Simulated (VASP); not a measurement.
The system is CdTe.

```
Cd Te
1.0
     0.00000    3.20500    3.20500
     3.20500    0.00000    3.20500
     3.20500    3.20500    0.00000
Cd Te
1 1
Direct
  0.00000 0.00000 0.00000
  0.75000 0.75000 0.75000
```

Base run:

```yaml
Program: VASP 6.6.1
Functional: revPBE
Potentials_or_basis: VASP PAW PBE potentials, release 64 (Cd, Te)
Cutoff: 520 eV
k_mesh: 9 × 9 × 9
Occupations: fermi-dirac, width 0.08 eV
Spin: no spin polarisation
```

Its results: band gap on the k mesh 0.98 eV; pressure 5.7 GPa.

Task: After a change of settings the same cell gave: band gap on the k mesh 0.87 eV; pressure 4.4 GPa. Which change was it?
A. functional from revPBE to PBEsol
B. functional from revPBE to PBEsol; further incar settings from ALGO = Normal; EDIFF = 1e-06; NBANDS = 16 to ALGO = Normal; EDIFF = 1e-08; NBANDS = 16
C. functional from revPBE to PBE
D. functional from revPBE to r2SCAN; further incar settings from ALGO = Normal; EDIFF = 1e-06; NBANDS = 16 to ALGO = Normal; EDIFF = 1e-08; NBANDS = 16

Result: C.

PBE binds more tightly than revPBE, so the same cell stands under less pressure.

Caveats: the cell stands under pressure; spin-orbit coupling is left out, which moves the levels of the heavy elements; the PAW data sets were made with another functional, which shifts forces and pressure a little (at least some runs).
